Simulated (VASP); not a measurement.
# Al (C2/m) in VASP: a series of runs

The runs below take Al through single point, with PBEsol.

Program: VASP 6.6.1. These are calculated values, not measurements. Logs are shortened: lines on timing, memory, paths and dates and some standing lists are left out, and cuts for length are marked.

## 1. The cell of the first run

The structure is monoclinic, space group C2/m (No. 12). The conventional cell has a = 4.958 Å, b = 2.862 Å, c = 4.958 Å, α = 90.00°, β = 109.47°, γ = 90.00°. Within 3.5 Å of Al (site symmetry m) lie 12 Al at 2.66 to 3.09 Å.

## 2. Single point, PBEsol (atoms displaced along a vibrational mode)

The input, INCAR:

```
ALGO     = Fast           # electronic algorithm
EDIFF    = 1E-6           # SCF threshold, eV
ENCUT    = 520            # plane-wave cutoff, eV
GGA      = PS             # functional
ISIF     = 2              # what is computed and relaxed
ISMEAR   = 0              # smearing method
LASPH    = True           # aspherical terms in the spheres
LCHARG   = False          # write CHGCAR
LREAL    = False          # projectors in reciprocal space
LWAVE    = False          # write WAVECAR
NBANDS   = 10             # bands
NELM     = 100            # most SCF steps
PREC     = Accurate       # precision mode
SIGMA    = 0.15           # smearing width, eV
```

The input, KPOINTS:

```
k-points
0
Gamma
  18 18 20
```

The input, POSCAR:

```
Al
1.0
    0.0000000000     -2.0239800000     -2.0239800000
   -2.0239800000      0.0000000000     -2.0239800000
    2.0239800000      2.0239800000     -4.0479600000
Al
2
Direct
    0.5378244263      0.5378244263      0.4999861673
   -0.0378244263     -0.0378244263      0.0000138327
```

Potentials or basis: VASP PAW PBE potentials, release 64 (Al).

Launch:

```bash
cat potpaw_PBE.64/Al/POTCAR > POTCAR
mpirun -np 1 vasp_std > vasp.out
```

OUTCAR:

```text
EDIFF = 1E-6
   ENCUT = 520
   GGA = PS
   ISIF = 2
   ISMEAR = 0
   LASPH = True
   LREAL = False
   NELM = 100
   PREC = Accurate

 ion  position               nearest neighbor table
   1  0.538  0.538  0.500-   2 2.66   2 2.78   2 2.78   2 2.99   2 2.99   2 3.09
   2  0.962  0.962  0.000-   1 2.66   1 2.78   1 2.78   1 2.99   1 2.99   1 3.09

  LATTYP: Found a trigonal (rhomboedric) cell.
 ALAT       =     4.9577182496
 COS(alpha) =     0.8333333333

  Lattice vectors:

 A1 = (   2.0239800000,   4.0479600000,  -2.0239800000)
 A2 = (   4.0479600000,   2.0239800000,  -2.0239800000)
 A3 = (   2.0239800000,   2.0239800000,  -4.0479600000)

Analysis of symmetry for initial positions (statically):
=====================================================================
 Subroutine PRICEL returns:
 Original cell was already a primitive cell.

 Routine SETGRP: Setting up the symmetry group for a
 trigonal (rhombohedral) supercell.

 Subroutine GETGRP returns: Found  4 space group operations
 (whereof  2 operations were pure point group operations)
 out of a pool of 12 trial point group operations.

The static configuration has the point symmetry C_1h.
 The point group associated with its full space group is C_2h.

Analysis of symmetry for dynamics (positions and initial velocities):
=====================================================================
 Subroutine PRICEL returns:
 Original cell was already a primitive cell.

 Routine SETGRP: Setting up the symmetry group for a
 trigonal (rhombohedral) supercell.

 Subroutine GETGRP returns: Found  4 space group operations
 (whereof  2 operations were pure point group operations)
 out of a pool of 12 trial point group operations.

The dynamic configuration has the point symmetry C_1h.
 The point group associated with its full space group is C_2h.

 Subroutine INISYM returns: Found  4 space group operations
 (whereof  2 operations are pure point group operations),
 and found     1 'primitive' translations

----------------------------------------------------------------------------------------

                                     Primitive cell

  volume of cell :      33.1649

  direct lattice vectors                    reciprocal lattice vectors
     0.000000000 -2.023980000 -2.023980000     0.123519007 -0.370557021 -0.123519007
    -2.023980000  0.000000000 -2.023980000    -0.370557021  0.123519007 -0.123519007
     2.023980000  2.023980000 -4.047960000     0.123519007  0.123519007 -0.123519007

  length of vectors
     2.862339966  2.862339966  4.957718250     0.409666201  0.409666201  0.213941196

  position of ions in fractional coordinates (direct lattice)
     0.537824426  0.537824426  0.499986167
     0.962175574  0.962175574  0.000013833

  ion indices of the primitive-cell ions
   primitive index   ion index
                 1           1
                 2           2

----------------------------------------------------------------------------------------

 KPOINTS: k-points

Automatic generation of k-mesh.
 Grid dimensions read from file:
 generate k-points for:   18   18   20

 Generating k-lattice:

  Cartesian coordinates                     Fractional coordinates (reciprocal lattice)
     0.006862167 -0.020586501 -0.006862167     0.055555556  0.000000000 -0.000000000
    -0.020586501  0.006862167 -0.006862167     0.000000000  0.055555556 -0.000000000
     0.006175950  0.006175950 -0.006175950     0.000000000  0.000000000  0.050000000

  Length of vectors
     0.022759233  0.022759233  0.010697060

  Shift w.r.t. Gamma in fractional coordinates (k-lattice)
     0.000000000  0.000000000  0.000000000

 -----------------------------------------------------------------------------
|                                                                             |
|           W    W    AA    RRRRR   N    N  II  N    N   GGGG   !!!           |
|           W    W   A  A   R    R  NN   N  II  NN   N  G    G  !!!           |
|           W    W  A    A  R    R  N N  N  II  N N  N  G       !!!           |
|           W WW W  AAAAAA  RRRRR   N  N N  II  N  N N  G  GGG   !            |
|           WW  WW  A    A  R   R   N   NN  II  N   NN  G    G                |
|           W    W  A    A  R    R  N    N  II  N    N   GGGG   !!!           |
|                                                                             |
|     Your reciprocal lattice and k-lattice belong to different lattice       |
|     classes:                                                                |
|                                                                             |
|        The reciprocal lattice is rhombohedral (trigonal),                   |
|        whereas your k-lattice is base-centered monoclinic.                  |
|                                                                             |
|     Results are often still useful ...                                      |
|                                                                             |
 -----------------------------------------------------------------------------

 WARNING: IBZKPT: internal override: KBLOWUP is changed to .FALSE.
      ... skipping the blow-up phase ...

 Subroutine IBZKPT returns following result:
 ===========================================

 Found   1721 irreducible k-points:

 Following reciprocal coordinates:
            Coordinates               Weight
  0.000000  0.000000  0.000000      1.000000
  0.055556  0.000000 -0.000000      4.000000
  0.111111  0.000000 -0.000000      4.000000
  0.166667  0.000000 -0.000000      4.000000
  0.222222  0.000000  0.000000      4.000000
  0.277778  0.000000 -0.000000      4.000000
[... 16 lines left out ...]
 -0.277778  0.055556 -0.000000      4.000000
 -0.222222  0.055556  0.000000      4.000000
 [... further k-points ...]
   k-points           NKPTS =   1721   k-points in BZ     NKDIM =   1721   number of bands    NBANDS=     10
   number of dos      NEDOS =    301   number of ions     NIONS =      2
   total plane-waves  NPLWV =  23040
   dimension x,y,z NGX =    24 NGY =   24 NGZ =   40
   dimension x,y,z NGXF=    48 NGYF=   48 NGZF=   80
   ions per type =               2
   NGX,Y,Z   is equivalent  to a cutoff of  13.94, 13.94, 13.41 a.u.
   NGXF,Y,Z  is equivalent  to a cutoff of  27.88, 27.88, 26.83 a.u.
 SYSTEM =  unknown system
   PREC   = accura    normal or accurate (medium, high low for compatibility)
   ISTART =      0    job   : 0-new  1-cont  2-samecut
   ICHARG =      2    charge: 1-file 2-atom 10-const
   ISPIN  =      1    spin polarized calculation?
   LNONCOLLINEAR =      F non collinear calculations
   LSORBIT =      F    spin-orbit coupling
   LASPH  =      T    aspherical Exc in radial PAW
   ENCUT  =  520.0 eV  38.22 Ry    6.18 a.u.   5.32  5.32  9.22*2*pi/ulx,y,z
   NELM   =    100;   NELMIN=  2; NELMDL= -5     # of ELM steps
   EDIFF  = 0.1E-05   stopping-criterion for ELM
   LREAL  =      F    real-space projection
[... 7 lines left out ...]
   TEBEG  =    0.0;   TEEND  =   0.0 temperature during run
   PSTRESS=    0.0 pullay stress
   NELECT =       6.0000    total number of electrons
   NUPDOWN=      -1.0000    fix difference up-down
   EMIN   =  10.00;   EMAX   =-10.00  energy-range for DOS
   EFERMI =   0.00;   METHOD = LEGACY
   ISMEAR =     0;   SIGMA  =   0.15  broadening in eV -4-tet -1-fermi 0-gaus
   EFERMI_NEDOS =   21; number of points for ismear=-14 and -15
   IALGO  =     68    algorithm
   IMIX   =      4    mixing-type and parameters
     AMIX     =   0.40;   BMIX     =  1.00
     AMIX_MAG =   1.60;   BMIX_MAG =  1.00
  volume/ion in A,a.u.               =      16.58       111.90
  Fermi-wavevector in a.u.,A,eV,Ry     =   0.925903  1.749704 11.664236  0.857297
  Thomas-Fermi vector in A             =   2.051808
   LORBIT       =      0    0 simple, 1 ext, 2 COOP (PROOUT), +10 PAW based schemes
   GGA     = PS    functional components
   LHFCALC =     F    Hartree Fock is set to
   AEXX    =    0.0000 exact exchange contribution
   IVDW    =     0    specifies the selected vdW correction
   LEPSILON=     F    determine dielectric tensor
   LRPA    =     F    only Hartree local field effects (RPA)
 non-spin polarized calculation
 RMM-DIIS sequential band-by-band and
 Gauss-broadening in eV      SIGMA  =   0.15
  energy-cutoff  :      520.00
  volume of cell :       33.16
 maximum number of plane-waves:       909
 NGX is ok and might be reduce to    24
   NGX = 11   NGY = 11   NGZ = 19

 number of electron       6.0000000 magnetization

 Free energy of the ion-electron system (eV)
  ---------------------------------------------------
  ext. energy  EPLUGINS =         0.00000000
  ---------------------------------------------------
  free energy    TOTEN  =        -8.12023756 eV

  energy without entropy =       -8.11053949  energy(sigma->0) =       -8.11538852

 E-fermi :   7.8748     XC(G=0): -10.2352

 val. band max:        7.8734754707   @ k =  -0.4444   0.3333   0.3000
 cond. band min:       7.8749790019   @ k =   0.4444   0.1667   0.4500
 fundamental gap:      0.0015035312
 Fermi energy:         7.8748494553

 k-point     1 :       0.0000    0.0000    0.0000
  band No.  band energies     occupation
      1      -3.2007      2.00000
      2       3.3070      2.00000
      3       3.5290      2.00000
      4      18.9937      0.00000
      5      19.1855      0.00000
      6      19.2782      0.00000
      7      19.4116      0.00000
      8      20.5297      0.00000
      9      20.7081      0.00000
     10      21.2662      0.00000

 k-point     2 :       0.0556    0.0000   -0.0000
  band No.  band energies     occupation
      1      -3.1241      2.00000
      2       3.2264      2.00000
      3       3.7550      2.00000
      4      17.5141      0.00000
      5      18.2047      0.00000
      6      19.3409      0.00000
      7      19.4039      0.00000
      8      19.9198      0.00000
      9      20.2361      0.00000
     10      20.6591      0.00000

 k-point     3 :       0.1111    0.0000   -0.0000
  band No.  band energies     occupation
      1      -2.8945      2.00000
      2       3.2170      2.00000
      3       4.1991      2.00000
      4      15.4248      0.00000
      5      17.2033      0.00000
      6      17.7487      0.00000
      7      18.5429      0.00000
      8      19.2732      0.00000
      9      19.7613      0.00000
     10      21.4936      0.00000

 k-point     4 :       0.1667    0.0000   -0.0000
  band No.  band energies     occupation
      1      -2.5126      2.00000
      2       3.3463      2.00000
      3       4.7901      2.00000
      4      13.3351      0.00000
      5      15.6827      0.00000
      6      16.7310      0.00000
      7      17.7211      0.00000
      8      18.5063      0.00000
      9      19.0778      0.00000
     10      21.6657      0.00000
[... 222 lines left out ...]
 k-point    22 :      -0.3333    0.0556    0.0000
  band No.  band energies     occupation
      1       0.0159      2.00000
      2       5.2857      2.00000
      3       6.4451      2.00000
      4       8.1448      0.01093
      5       9.9803      0.00000
      6      13.7234      0.00000
      7      14.6798      0.00000
      8      16.2427      0.00000
      9      17.6287      0.00000
     10      18.5548      0.00000

 k-point    23 :      -0.2778    0.0556   -0.0000
  band No.  band energies     occupation
      1      -0.8789      2.00000
      2       4.6691      2.00000
      3       6.4276      2.00000
      4       8.7990      0.00000
      5      11.4216      0.00000
      6      14.0716      0.00000
      7      15.2053      0.00000
      8      17.8621      0.00000
      9      18.0946      0.00000
     10      19.0195      0.00000

 k-point    24 :      -0.2222    0.0556    0.0000
  band No.  band energies     occupation
      1      -1.6279      2.00000
      2       4.1885      2.00000
      3       5.6029      2.00000
      4      10.5256      0.00000
      5      12.9772      0.00000
      6      14.5332      0.00000
      7      15.8600      0.00000
      8      18.3444      0.00000
      9      19.5656      0.00000
     10      19.9291      0.00000

 [... further k-points ...]

------------------------ aborting loop because EDIFF is reached ----------------------------------------

  FORCE on cell =-STRESS in cart. coord.  units (eV):
  Direction    XX          YY          ZZ          XY          YZ          ZX
  --------------------------------------------------------------------------------------
  -------------------------------------------------------------------------------------
  Total        0.0094633      0.0094633     -0.4220150      0.3045033     -0.0510622     -0.0510622
  in kB        0.4571652      0.4571652    -20.3873068     14.7103820     -2.4667843     -2.4667843
  external PRESSURE =      -6.4909921 kB  Pullay stress =       0.0000000 kB

 VOLUME and BASIS-vectors are now :
 -----------------------------------------------------------------------------
  energy-cutoff  :      520.00
  volume of cell :       33.16
      direct lattice vectors                 reciprocal lattice vectors
     0.000000000 -2.023980000 -2.023980000     0.123519007 -0.370557021 -0.123519007
    -2.023980000  0.000000000 -2.023980000    -0.370557021  0.123519007 -0.123519007
     2.023980000  2.023980000 -4.047960000     0.123519007  0.123519007 -0.123519007

 POSITION                                       TOTAL-FORCE (eV/Angst)
 -----------------------------------------------------------------------------------
     -0.07658     -0.07658     -4.20102         0.177117      0.177117      0.214256
     -1.94740     -1.94740     -3.89490        -0.177117     -0.177117     -0.214256
 -----------------------------------------------------------------------------------
    total drift:                               -0.000000     -0.000000      0.000000

  FREE ENERGIE OF THE ION-ELECTRON SYSTEM (eV)
  ---------------------------------------------------
  free  energy   TOTEN  =        -8.1202375585 eV

  energy  without entropy=       -8.1105394875  energy(sigma->0) =       -8.11538852
```

Wall time 4.3 min (1 thread of AMD EPYC 9R45 (Zen 5), shared host); peak memory 0.5 GiB.

Results:

- Free energy: -8.1202 eV
- Pressure: -0.6 GPa
- Largest force: 0.330 eV/Å
- Band gap on the k mesh: zero (bands 3 and 4 overlap by 5.67 eV)

Forces in eV/Å, atoms in the order of the input:
```
Al   0.177  0.177  0.214
Al  -0.177 -0.177 -0.214
```

Levels at points of the mesh, in eV from the Fermi level:
| k point | band 1 | band 2 | band 3 | band 4 | band 5 | band 6 | band 7 | band 8 |
| --- | --- | --- | --- | --- | --- | --- | --- | --- |
| (0.00, 0.00, 0.00) | -11.08 | -4.57 | -4.35 | 11.12 | 11.31 | 11.40 | 11.54 | 12.65 |
| (0.50, 0.00, 0.00) | -5.04 | -4.98 | -0.95 | -0.51 | 3.41 | 3.78 | 7.16 | 7.17 |
| (0.50, 0.50, 0.00) | -4.55 | -4.37 | -2.82 | -1.68 | 5.23 | 5.58 | 5.68 | 8.89 |
| (0.00, 0.00, 0.50) | -9.39 | -9.39 | 3.40 | 3.42 | 10.74 | 10.96 | 11.02 | 11.21 |
| (0.50, 0.00, 0.50) | -4.55 | -4.36 | -2.89 | -1.61 | 5.28 | 5.52 | 5.68 | 8.52 |
| (0.50, 0.50, 0.50) | -5.07 | -4.94 | -1.15 | -0.30 | 3.26 | 3.98 | 6.99 | 7.06 |

Caveat: the cell differs from its parent crystal (atoms displaced along a vibrational mode); the PAW data sets were made with another functional, which shifts forces and pressure a little.

## 3. Single point, PBEsol (atoms displaced along a vibrational mode)

The input, INCAR:

```
SYSTEM = Al
ALGO     = Fast           ! electronic algorithm
EDIFF    = 1E-6           ! SCF threshold, eV
ENCUT    = 520            ! plane-wave cutoff, eV
GGA      = PS             ! functional
ISIF     = 2              ! what is computed and relaxed
ISMEAR   = 0              ! smearing method
LASPH    = .True.         ! aspherical terms in the spheres
LCHARG   = .True.         ! write CHGCAR
LELF     = .True.         ! ELF
LREAL    = .False.        ! projectors in reciprocal space
LVHAR    = .True.       
LWAVE    = .False.        ! write WAVECAR
NBANDS   = 10             ! bands
NELM     = 100            ! most SCF steps
PREC     = Accurate       ! precision mode
SIGMA    = 0.15           ! smearing width, eV
```

The input, KPOINTS:

```
k-points
0
Gamma
  18 18 20
  0 0 0
```

The input, POSCAR:

```
Al
1.0
    0.0000000000     -2.0239800000     -2.0239800000
   -2.0239800000      0.0000000000     -2.0239800000
    2.0239800000      2.0239800000     -4.0479600000
Al
2
Direct
    0.5226946558      0.5226946558      0.4999917004
   -0.0226946558     -0.0226946558      0.0000082996
```

Potentials or basis: VASP PAW PBE potentials, release 64 (Al).

Launch:

```bash
cat potpaw_PBE.64/Al/POTCAR > POTCAR
mpirun -np 1 vasp_std > vasp.out
```

Run time: 4.5 min. Hardware: 1 thread of AMD EPYC 9R45 (Zen 5), shared host; peak memory 0.5 GiB.

It converged, with:

* Free energy: -8.1595 eV
* Pressure: -1.4 GPa
* Largest force: 0.202 eV/Å
* Band gap on the k mesh: zero (bands 3 and 4 overlap by 5.73 eV)

Forces in eV/Å, atoms in the order of the input:
```
Al   0.092  0.092  0.154
Al  -0.092 -0.092 -0.154
```

Stress tensor (GPa, compression positive):
```
-1.15  0.44  0.02
 0.44 -1.15  0.02
 0.02  0.02 -1.94
```

Levels at points of the mesh, in eV from the Fermi level:
| k point | band 1 | band 2 | band 3 | band 4 | band 5 | band 6 | band 7 | band 8 |
| --- | --- | --- | --- | --- | --- | --- | --- | --- |
| (0.00, 0.00, 0.00) | -11.08 | -4.56 | -4.35 | 11.25 | 11.34 | 11.42 | 11.47 | 12.61 |
| (0.50, 0.00, 0.00) | -5.03 | -4.99 | -0.87 | -0.61 | 3.52 | 3.74 | 7.07 | 7.09 |
| (0.50, 0.50, 0.00) | -4.56 | -4.36 | -2.87 | -1.63 | 5.25 | 5.58 | 5.61 | 8.97 |
| (0.00, 0.00, 0.50) | -9.40 | -9.40 | 3.42 | 3.43 | 10.78 | 10.86 | 10.95 | 11.03 |
| (0.50, 0.00, 0.50) | -4.56 | -4.36 | -2.89 | -1.60 | 5.27 | 5.55 | 5.61 | 8.81 |
| (0.50, 0.50, 0.50) | -5.05 | -4.97 | -1.00 | -0.48 | 3.41 | 3.86 | 7.00 | 7.04 |

Caveat: the cell differs from its parent crystal (atoms displaced along a vibrational mode); the PAW data sets were made with another functional, which shifts forces and pressure a little.
